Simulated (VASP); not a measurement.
# AlRu (zincblende type) (F-43m) in VASP: further runs

The runs below take AlRu (zincblende type) through relaxation of cell and atoms, with PBE.

Everything below comes from runs of VASP 6.6.1. Logs are shortened: lines on timing, memory, paths and dates and some standing lists are left out, and cuts for length are marked.

## 1. The cell of the first run

The structure is cubic, space group F-43m (No. 216). The conventional cell has a = 4.559 Å, b = 4.559 Å, c = 4.559 Å, α = 90.00°, β = 90.00°, γ = 90.00°. Within 2.6 Å of Ru (site symmetry -43m) lie 4 Al at 1.97 Å. Al (site symmetry -43m) has 4 Ru at 1.97 Å within 2.6 Å.

## 2. Relaxation of cell and atoms, PBE, target pressure 110 GPa, at which the enthalpy is minimised

The input, INCAR:

```
SYSTEM = AlRu
PREC     = Accurate       ! precision mode
ENCUT    = 600            ! plane-wave cutoff, eV
EDIFF    = 1E-7           ! SCF threshold, eV
ISMEAR   = -1             ! smearing method
SIGMA    = 0.08           ! smearing width, eV
LREAL    = .FALSE.        ! projectors in reciprocal space
LASPH    = .TRUE.         ! aspherical terms in the spheres
NELM     = 100            ! most SCF steps
ALGO     = Normal         ! electronic algorithm
ISIF     = 3              ! what is computed and relaxed
LWAVE    = .FALSE.        ! write WAVECAR
LCHARG   = .FALSE.        ! write CHGCAR
GGA      = PE             ! functional
IBRION   = 2              ! ionic algorithm
NSW      = 60             ! ionic steps
EDIFFG   = -0.005         ! ionic threshold
PSTRESS  = 1100.0
```

The input, KPOINTS:

```
Automatic mesh
0
G
  13 13 13
  0 0 0
```

The input, POSCAR:

```
AlRu
1.0
    0.0000000000      2.2796849482      2.2796849482
    2.2796849482      0.0000000000      2.2796849482
    2.2796849482      2.2796849482      0.0000000000
Ru Al
1 1
Direct
    0.0000000000      0.0000000000      0.0000000000
    0.2500000000      0.2500000000      0.2500000000
```

Potentials or basis: VASP PAW PBE potentials, release 64 (Ru_pv, Al).

Launch:

```
> cat potpaw_PBE.64/Ru_pv/POTCAR potpaw_PBE.64/Al/POTCAR > POTCAR
> mpirun -np 1 vasp_std > vasp.out
```

OUTCAR:

```text
SYSTEM = AlRu
   PREC = Accurate
   ENCUT = 600
   EDIFF = 1E-7
   ISMEAR = -1
   LREAL = .FALSE.
   LASPH = .TRUE.
   NELM = 100
   ISIF = 3
   GGA = PE
   IBRION = 2
   NSW = 60
   EDIFFG = -0.005
   PSTRESS = 1100.0

 ion  position               nearest neighbor table
   1  0.000  0.000  0.000-   2 1.97   2 1.97   2 1.97   2 1.97
   2  0.250  0.250  0.250-   1 1.97   1 1.97   1 1.97   1 1.97

  LATTYP: Found a face centered cubic cell.
 ALAT       =     4.5593698964

  Lattice vectors:

 A1 = (   0.0000000000,   2.2796849482,   2.2796849482)
 A2 = (   2.2796849482,   0.0000000000,   2.2796849482)
 A3 = (   2.2796849482,   2.2796849482,   0.0000000000)

Analysis of symmetry for initial positions (statically):
=====================================================================
 Subroutine PRICEL returns:
 Original cell was already a primitive cell.

 Routine SETGRP: Setting up the symmetry group for a
 face centered cubic supercell.

 Subroutine GETGRP returns: Found 24 space group operations
 (whereof 24 operations were pure point group operations)
 out of a pool of 48 trial point group operations.

The static configuration has the point symmetry T_d .

Analysis of symmetry for dynamics (positions and initial velocities):
=====================================================================
 Subroutine PRICEL returns:
 Original cell was already a primitive cell.

 Routine SETGRP: Setting up the symmetry group for a
 face centered cubic supercell.

 Subroutine GETGRP returns: Found 24 space group operations
 (whereof 24 operations were pure point group operations)
 out of a pool of 48 trial point group operations.

The dynamic configuration has the point symmetry T_d .

 Subroutine INISYM returns: Found 24 space group operations
 (whereof 24 operations are pure point group operations),
 and found     1 'primitive' translations

----------------------------------------------------------------------------------------

                                     Primitive cell

  volume of cell :      23.6949

  direct lattice vectors                    reciprocal lattice vectors
     0.000000000  2.279684948  2.279684948    -0.219328553  0.219328553  0.219328553
     2.279684948  0.000000000  2.279684948     0.219328553 -0.219328553  0.219328553
     2.279684948  2.279684948  0.000000000     0.219328553  0.219328553 -0.219328553

  length of vectors
     3.223961372  3.223961372  3.223961372     0.379888197  0.379888197  0.379888197

  position of ions in fractional coordinates (direct lattice)
     0.000000000  0.000000000  0.000000000
     0.250000000  0.250000000  0.250000000

[... 99 lines left out ...]
  Thomas-Fermi vector in A             =   2.581410
   LORBIT       =      0    0 simple, 1 ext, 2 COOP (PROOUT), +10 PAW based schemes
   GGA     = PE    functional components
   LHFCALC =     F    Hartree Fock is set to
   AEXX    =    0.0000 exact exchange contribution
   IVDW    =     0    specifies the selected vdW correction
   LEPSILON=     F    determine dielectric tensor
   LRPA    =     F    only Hartree local field effects (RPA)
 conjugate gradient relaxation of ions
 non-spin polarized calculation
  energy-cutoff  :      600.00
  volume of cell :       23.69
 maximum number of plane-waves:       817
 NGX is ok and might be reduce to    28
   NGX = 13   NGY = 13   NGZ = 13

--------------------------------------- Ionic step        1  -------------------------------------------

 number of electron      17.0000002 magnetization

 Free energy of the ion-electron system (eV)
  ---------------------------------------------------
  ext. energy  EPLUGINS =         0.00000000
  ---------------------------------------------------
  free energy    TOTEN  =        -5.81023570 eV

  energy without entropy =       -5.79450375  energy(sigma->0) =       -5.80236973

------------------------ aborting loop because EDIFF is reached ----------------------------------------

  FORCE on cell =-STRESS in cart. coord.  units (eV):
  Direction    XX          YY          ZZ          XY          YZ          ZX
  --------------------------------------------------------------------------------------
  -------------------------------------------------------------------------------------
  Total       21.1453573     21.1453573     21.1453573      0.0000000      0.0000000      0.0000000
  in kB     1429.7862581   1429.7862581   1429.7862581      0.0000000      0.0000000      0.0000000
  external PRESSURE =     329.7862581 kB  Pullay stress =    1100.0000000 kB
[... 25 lines left out ...]
--------------------------------------- Ionic step        2  -------------------------------------------

 number of electron      17.0000001 magnetization

 E-fermi :   7.3827     XC(G=0): -11.1767

 val. band max:        7.3816952026   @ k =   0.4615   0.3846   0.0000
 cond. band min:       7.3919639177   @ k =  -0.4615   0.4615   0.0000
 fundamental gap:      0.0102687151
 Fermi energy:         7.3827002177

 k-point     1 :       0.0000    0.0000    0.0000
  band No.  band energies     occupation
      1     -33.8414      2.00000
      2     -33.8414      2.00000
      3     -33.8414      2.00000
      4      -0.2863      2.00000
      5       5.0650      2.00000
      6       5.0650      2.00000
      7       5.0650      2.00000
      8       6.6055      1.99988
      9       6.6055      1.99988
     10      16.8558      0.00000
     11      16.8558      0.00000
     12      16.8558      0.00000
[... 416 lines left out ...]
  energy  without entropy=       -7.2362973157  energy(sigma->0) =       -7.24633097

  enthalpy is  TOTEN    =        10.2986086738 eV   P V=       17.5549732908

[... ionic steps 4 to 14 ...]

--------------------------------------- Ionic step       15  -------------------------------------------

 number of electron      16.9999999 magnetization

------------------------ aborting loop because EDIFF is reached ----------------------------------------
[... 71 lines left out ...]
--------------------------------------- Ionic step       17  -------------------------------------------

 number of electron      16.9999999 magnetization

 Free energy of the ion-electron system (eV)
  ---------------------------------------------------
  ext. energy  EPLUGINS =         0.00000000
  ---------------------------------------------------
  free energy    TOTEN  =        -7.10430101 eV

  energy without entropy =       -7.08482024  energy(sigma->0) =       -7.09456062

 E-fermi :  10.9180     XC(G=0): -12.5131

 val. band max:       10.8930886594   @ k =   0.4615   0.4615   0.0000
 cond. band min:      10.9444851245   @ k =  -0.4615   0.4615   0.0000
 fundamental gap:      0.0513964651
 Fermi energy:        10.9180130400

 k-point     1 :       0.0000    0.0000    0.0000
  band No.  band energies     occupation
      1     -30.5045      2.00000
      2     -30.5045      2.00000
      3     -30.5045      2.00000
      4       1.9904      2.00000
      5       7.7820      2.00000
      6       7.7820      2.00000
      7       7.7820      2.00000
      8       9.5589      2.00000
      9       9.5589      2.00000
     10      21.4114      0.00000
     11      21.4114      0.00000
     12      21.4114      0.00000
[... 378 lines left out ...]
  energy  without entropy=       -7.0848202361  energy(sigma->0) =       -7.09456062

  enthalpy is  TOTEN    =        10.2958598384 eV   P V=       17.4001608464

 reached required accuracy - stopping structural energy minimisation
```

Run time: 4.8 min. Hardware: 1 thread of AMD EPYC 7R43 (Zen 3), shared host; peak memory 0.15 GiB.

What came out:

| Quantity | Value |
| --- | --- |
| Free energy | -7.1043 eV |
| Relaxed volume | 12.67 Å³/atom |
| Relaxed cell | a = 3.297 Å, b = 3.297 Å, c = 3.297 Å, α = 60.00°, β = 60.00°, γ = 60.00° |
| Space group after relaxing (to 0.05 Å) | F-43m (No. 216) |
| Energy change on relaxing (the enthalpy is what falls) | -647.0 meV/atom |
| Ionic steps | 17 |
| Pressure after relaxing | 110.0 GPa |

Step by step:
```tsv
step	energy change (eV)	largest force (eV/Å)	pressure (GPa)	volume (Å³)
1	0.0000	0.0000	142.98	23.69
2	-4.3220	0.0000	30.12	33.08
3	-1.4461	0.0000	106.13	25.57
4	-1.3010	0.0000	109.82	25.35
5	-1.2777	0.0000	110.41	25.32
6	-1.2786	0.0000	110.39	25.32
7	-1.2814	0.0000	110.32	25.33
8	-1.2814	0.0000	110.32	25.33
9	-1.2815	0.0000	110.32	25.33
10	-1.2816	0.0000	110.31	25.33
11	-1.2819	0.0000	110.30	25.33
12	-1.2825	0.0000	110.30	25.33
13	-1.2837	0.0000	110.26	25.33
14	-1.2861	0.0000	110.20	25.33
15	-1.2909	0.0000	110.08	25.34
16	-1.3005	0.0000	109.84	25.35
17	-1.2941	0.0000	110.00	25.34
```

Final structure:
```cif
data_structure
_symmetry_space_group_name_H-M 'P 1'
_symmetry_Int_Tables_number 1
_cell_length_a 3.2971
_cell_length_b 3.2971
_cell_length_c 3.2971
_cell_angle_alpha 60.000
_cell_angle_beta 60.000
_cell_angle_gamma 60.000
_cell_volume 25.34
loop_
_atom_site_label
_atom_site_type_symbol
_atom_site_fract_x
_atom_site_fract_y
_atom_site_fract_z
_atom_site_occupancy
Ru1 Ru 0.00000 0.00000 0.00000 1
Al1 Al 0.25000 0.25000 0.25000 1
```

Caveat: the cell is relaxed towards a set pressure, so the enthalpy falls and the energy may rise.

## 3. Relaxation of cell and atoms, PBE, target pressure 110 GPa, at which the enthalpy is minimised

This run uses another cell than the first one, of 12.65 Å³/atom, 1.068 times its volume.

The input, INCAR:

```
ALGO = Normal ; EDIFF = 1E-6
EDIFFG = -0.005 ; ENCUT = 600
GGA = PE ; IBRION = 2
ISIF = 3 ; ISMEAR = -1
LASPH = T ; LCHARG = F
LREAL = F ; LWAVE = F
NELM = 60 ; NSW = 32
PREC = Accurate ; PSTRESS = 1100.0
SIGMA = 0.08
```

The input, KPOINTS:

```
k-points
0
Gamma
  13 13 13
```

The input, POSCAR:

```
AlRu
1.0
    0.0000000000      2.3300836034      2.3300836034
    2.3300836034      0.0000000000      2.3300836034
    2.3300836034      2.3300836034      0.0000000000
Ru Al
1 1
Direct
    0.0000000000      0.0000000000      0.0000000000
    0.2500000000      0.2500000000      0.2500000000
```

Potentials or basis: VASP PAW PBE potentials, release 64 (Ru_pv, Al).

Launch:

```
> cat potpaw_PBE.64/Ru_pv/POTCAR potpaw_PBE.64/Al/POTCAR > POTCAR
> mpirun -np 1 vasp_std > vasp.out
```

Run time: 71 s. Hardware: 1 thread of AMD EPYC 7R43 (Zen 3), shared host; peak memory 0.15 GiB.

It converged, with:

* Free energy: -7.1053 eV
* Relaxed volume: 12.67 Å³/atom
* Relaxed cell: a = 3.297 Å, b = 3.297 Å, c = 3.297 Å, α = 60.00°, β = 60.00°, γ = 60.00°
* Space group after relaxing (to 0.05 Å): F-43m (No. 216)
* Energy change on relaxing (the enthalpy is what falls): -14.5 meV/atom
* Ionic steps: 3
* Pressure after relaxing: 110.0 GPa

The path:
| step | energy change (eV) | largest force (eV/Å) | pressure (GPa) | volume (Å³) |
| --- | --- | --- | --- | --- |
| 1 | 0.0000 | 0.0000 | 110.73 | 25.30 |
| 2 | -0.1436 | 0.0000 | 107.09 | 25.51 |
| 3 | -0.0291 | 0.0000 | 110.00 | 25.34 |

Final structure:
```yaml
crystal:
  lattice:
    - [0.00000, 2.33138, 2.33138]
    - [2.33138, 0.00000, 2.33138]
    - [2.33138, 2.33138, 0.00000]
  atoms:
    - { symbol: Ru, position: [0.00000, 0.00000, 0.00000] }
    - { symbol: Al, position: [0.25000, 0.25000, 0.25000] }
```

Levels at points of the mesh, in eV from the Fermi level:
```
           k point  band 5  band 6  band 7  band 8  band 9  band 10  band 11  band 12
(0.00, 0.00, 0.00)   -3.14   -3.14   -3.14   -1.36   -1.36    10.49    10.49    10.49
```

Caveat: the cell is relaxed towards a set pressure, so the enthalpy falls and the energy may rise.
